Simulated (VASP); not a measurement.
# HPbNO4 (P1) in VASP: further runs, part 2 of 2

VASP 6.6.1. Earlier steps stand in the parts before.

**4. Single point, PBE**

This run uses another cell than the first one, of 13.62 Å³/atom.

INCAR

```
SYSTEM = HPbNO4
ALGO = Normal ; EDIFF = 1E-7
ENCUT = 520 ; GGA = PE
ISIF = 2 ; ISMEAR = -1
LASPH = .TRUE. ; LCHARG = .FALSE.
LREAL = .FALSE. ; LWAVE = .FALSE.
NBANDS = 31 ; NELM = 60
PREC = Accurate ; SIGMA = 0.05
```

KPOINTS

```
k-points
0
G
  7 7 5
  0 0 0
```

POSCAR

```
HPbNO4
1.0
    4.1182485721      0.0000000000      0.0000000000
    1.9804488277      3.7611404561      0.0000000000
    2.0050756225      1.2528906330      6.1530938164
H Pb N O
1 1 1 4
Direct
    0.8914500000      0.6820200000      0.6279600000
    0.1442600000      0.9287200000      0.8835200000
    0.2567000000      0.2886100000      0.3017100000
    0.8310800000      0.6505600000      0.7840500000
    0.3869400000      0.2238000000      0.1129500000
    0.3110400000      0.0357600000      0.4585600000
    0.0772600000      0.6063300000      0.3227500000
```

Launch:

```console
> cat potpaw_PBE.64/H/POTCAR potpaw_PBE.64/Pb_d/POTCAR potpaw_PBE.64/N/POTCAR potpaw_PBE.64/O/POTCAR > POTCAR
> mpirun -np 1 vasp_std > vasp.out
```

Run time: 3.9 min. Hardware: 1 thread of Intel Xeon Platinum 8488C (Sapphire Rapids), shared host; peak memory 0.45 GiB.

The run converged. Its results:

```yaml
Free_energy: -40.2721 eV
Pressure: 7.5 GPa
Largest_force: 2.323 eV/Å
Band_gap_on_the_k_mesh: 2.83 eV (least direct gap 2.86 eV)
```

Forces in eV/Å, atoms in the order of the input:
```
H   -0.005 -0.090 -1.072
Pb   0.016  0.161  0.086
N    0.011 -0.132 -0.313
O   -0.016  0.000  0.885
O    0.053 -0.797 -1.713
O    0.072 -1.438  1.804
O   -0.130  2.296  0.323
```

Stress tensor (GPa, compression positive):
```
 2.30 -0.35  0.04
-0.35  9.45 -0.27
 0.04 -0.27 10.69
```

Levels at points of the mesh, in eV from the valence-band top:
```tsv
k point	band 19	band 20	band 21	band 22	band 23	band 24	band 25	band 26
(0.00, 0.00, 0.00)	-2.30	-1.81	-1.61	-0.90	3.66	4.38	5.62	6.38
```

Caveat: the standard files for N, O and F lose accuracy on very short bonds; the cell stands under pressure; spin-orbit coupling is left out, which moves the levels of the heavy elements; an odd mesh through Γ misses points on the zone boundary, where band edges can lie; forces of over 1 eV/Å act on the atoms, so gaps and moduli don't describe the material at rest.

**5. Single point, PBE**

This run uses another cell than the first one, of 13.90 Å³/atom.

INCAR

```
ALGO     = Normal         # electronic algorithm
EDIFF    = 1E-7           # SCF threshold, eV
ENCUT    = 520            # plane-wave cutoff, eV
GGA      = PE             # functional
ISIF     = 2              # what is computed and relaxed
ISMEAR   = -1             # smearing method
LASPH    = T              # aspherical terms in the spheres
LCHARG   = F              # write CHGCAR
LREAL    = F              # projectors in reciprocal space
LWAVE    = F              # write WAVECAR
NBANDS   = 31             # bands
NELM     = 100            # most SCF steps
PREC     = Accurate       # precision mode
SIGMA    = 0.05           # smearing width, eV
```

KPOINTS

```
k-points
0
Gamma
  7 7 5
```

Edit POSCAR of step 4 so:

```diff
@@ -2,5 +2,5 @@
 1.0
-    4.1182485721      0.0000000000      0.0000000000
-    1.9804488277      3.7611404561      0.0000000000
-    2.0050756225      1.2528906330      6.1530938164
+    4.1472512781      0.0000000000      0.0000000000
+    1.9943961100      3.7876282335      0.0000000000
+    2.0191963386      1.2617140972      6.1964268907
 H Pb N O
```

Launch:

```console
> cat potpaw_PBE.64/H/POTCAR potpaw_PBE.64/Pb_d/POTCAR potpaw_PBE.64/N/POTCAR potpaw_PBE.64/O/POTCAR > POTCAR
> mpirun -np 1 vasp_std > vasp.out
```

Run time: 4 min. Hardware: 1 thread of Intel Xeon Platinum 8488C (Sapphire Rapids), shared host; peak memory 0.46 GiB.

The run converged. Its results:

| Property | Result |
| --- | --- |
| Free energy | -40.3539 eV |
| Pressure | 4.9 GPa |
| Largest force | 1.637 eV/Å |
| Band gap on the k mesh | 2.82 eV (least direct gap 2.84 eV) |

Forces in eV/Å, atoms in the order of the input:
```
H   -0.004 -0.062 -0.731
Pb   0.011  0.106  0.055
N    0.007 -0.102 -0.230
O   -0.010  0.003  0.607
O    0.037 -0.554 -1.201
O    0.051 -1.010  1.277
O   -0.091  1.619  0.222
```

Stress tensor (GPa, compression positive):
```
 1.36 -0.23  0.03
-0.23  6.32 -0.20
 0.03 -0.20  7.12
```

Levels at points of the mesh, in eV from the valence-band top:
```
           k point  band 19  band 20  band 21  band 22  band 23  band 24  band 25  band 26
(0.00, 0.00, 0.00)    -2.22    -1.72    -1.52    -0.84     3.62     4.36     5.57     6.35
```

Caveat: the standard files for N, O and F lose accuracy on very short bonds; the cell stands under pressure; spin-orbit coupling is left out, which moves the levels of the heavy elements; an odd mesh through Γ misses points on the zone boundary, where band edges can lie; forces of over 1 eV/Å act on the atoms, so gaps and moduli don't describe the material at rest.

**6. Single point, RPBE**

This run uses another cell than the first one, of 14.48 Å³/atom.

INCAR

```
PREC = Accurate
ENCUT = 520
EDIFF = 1E-7
ISMEAR = -1
SIGMA = 0.05
LREAL = False
LASPH = True
NELM = 80
ALGO = Normal
ISIF = 2
LWAVE = False
LCHARG = True
GGA = RP
LELF = True
LVHAR = True
NBANDS = 31
```

KPOINTS

```
Automatic mesh
0
Gamma
  7 7 5
```

Edit POSCAR of step 5 so:

```diff
@@ -2,5 +2,5 @@
 1.0
-    4.1472512781      0.0000000000      0.0000000000
-    1.9943961100      3.7876282335      0.0000000000
-    2.0191963386      1.2617140972      6.1964268907
+    4.2040700000      0.0000000000      0.0000000000
+    2.0217200000      3.8395200000      0.0000000000
+    2.0468600000      1.2790000000      6.2813200000
 H Pb N O
```

Potentials or basis: VASP PAW PBE potentials, release 64 (H, Pb_d, N, O).

Launch:

```console
> cat potpaw_PBE.64/H/POTCAR potpaw_PBE.64/Pb_d/POTCAR potpaw_PBE.64/N/POTCAR potpaw_PBE.64/O/POTCAR > POTCAR
> mpirun -np 1 vasp_std > vasp.out
```

Run time: 5.7 min. Hardware: 1 thread of AMD EPYC 7R13 (Zen 3), shared host; peak memory 0.43 GiB.

The run converged. Its results:

* Free energy: -38.5788 eV
* Pressure: 3.3 GPa
* Largest force: 0.666 eV/Å
* Band gap on the k mesh: 2.85 eV (least direct gap 2.87 eV)

Forces in eV/Å, atoms in the order of the input:
```
H    0.000  0.011  0.040
Pb   0.002  0.039  0.007
N    0.002 -0.050 -0.093
O   -0.003 -0.023 -0.048
O    0.016 -0.224 -0.492
O    0.023 -0.415  0.520
O   -0.041  0.661  0.067
```

Stress tensor (GPa, compression positive):
```
 1.81 -0.10  0.01
-0.10  3.99 -0.10
 0.01 -0.10  3.97
```

Levels at points of the mesh, in eV from the valence-band top:
| k point | band 20 | band 21 | band 22 | band 23 | band 24 | band 25 |
| --- | --- | --- | --- | --- | --- | --- |
| (0.00, 0.00, 0.00) | -1.56 | -1.35 | -0.73 | 3.57 | 4.44 | 5.55 |

Caveat: the standard files for N, O and F lose accuracy on very short bonds; the cell stands under pressure; the PAW data sets were made with another functional, which shifts forces and pressure a little; spin-orbit coupling is left out, which moves the levels of the heavy elements; an odd mesh through Γ misses points on the zone boundary, where band edges can lie.

**7. The runs side by side**

```tsv
task	level	cell	k mesh	cutoff (eV)	gap on the mesh (eV)	pressure (GPa)	largest force (eV/Å)
single point	PBE+D4	a = 4.152, b = 4.269, c = 6.679 Å, angles 72.5, 72.3, 62.2°, 7 atoms, atomic positions A	5 × 5 × 3	520	2.77	0.6	0.43
relaxation of cell and atoms	PBE+D4	relaxed from a = 4.204, b = 4.339, c = 6.729 Å, angles 71.9, 72.3, 62.2°, 7 atoms, atomic positions B	5 × 5 × 3	600	2.69	0.0	0.01
single point	PBE	a = 4.118, b = 4.251, c = 6.592 Å, angles 71.9, 72.3, 62.2°, 7 atoms, atomic positions B	7 × 7 × 5	520	2.83	7.5	2.32
single point	PBE	a = 4.147, b = 4.281, c = 6.638 Å, angles 71.9, 72.3, 62.2°, 7 atoms, atomic positions B	7 × 7 × 5	520	2.82	4.9	1.64
single point	RPBE	a = 4.204, b = 4.339, c = 6.729 Å, angles 71.9, 72.3, 62.2°, 7 atoms, atomic positions B	7 × 7 × 5	520	2.85	3.3	0.67
```

Alike in all rows: potentials or basis VASP PAW PBE potentials, release 64 (H, Pb_d, N, O); no spin polarisation; smearing fermi-dirac 0.05 eV.

Caveats: the standard files for N, O and F lose accuracy on very short bonds; spin-orbit coupling is left out, which moves the levels of the heavy elements; an odd mesh through Γ misses points on the zone boundary, where band edges can lie; the cell stands under pressure (at least some runs); forces of over 1 eV/Å act on the atoms, so gaps and moduli don't describe the material at rest (at least some runs); the PAW data sets were made with another functional, which shifts forces and pressure a little (at least some runs).

Absolute energies hang on the potentials; compare differences alone.
